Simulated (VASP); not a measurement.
Runs of VASP 6.6.1 on Sc4Mo. The structure is that of space group P-3m1 (No. 164), or close to it. The cells are those of the table. 

```tsv
task	spin	cell	cutoff (eV)	gap on the mesh (eV)	pressure (GPa)	largest force (eV/Å)
relaxation of cell and atoms	off	relaxed from a = 3.091, b = 3.091, c = 9.938 Å, angles 90.0, 90.0, 120.0°, 5 atoms	600	none	-0.1	0.03
single point	off	a = 3.245, b = 3.245, c = 12.300 Å, angles 90.0, 90.0, 120.0°, 5 atoms	520	none	(a)	0.03
single point	off	a = 3.091, b = 3.091, c = 9.938 Å, angles 90.0, 90.0, 120.0°, 5 atoms	520	none	55.0	7.49
single point	collinear, ferromagnetic start	a = 3.245, b = 3.245, c = 12.300 Å, angles 90.0, 90.0, 120.0°, 5 atoms	520	none	(b)	0.11
```

Alike in all rows: level PBE; potentials or basis VASP PAW PBE potentials, release 64 (Sc_sv, Mo_sv); k mesh 6 × 6 × 2; smearing gaussian 0.1 eV.

Problem. Fill in the values left out.

Solution. (a) 0.1; (b) 0.3.

Caveats: all runs use coarse meshes; forces of over 1 eV/Å act on the atoms, so gaps and moduli don't describe the material at rest (some runs).

A k mesh can miss the band edges, and the runs leave out spin-orbit coupling on Mo.

A gap of «none» marks levels without a gap at the run's occupations.
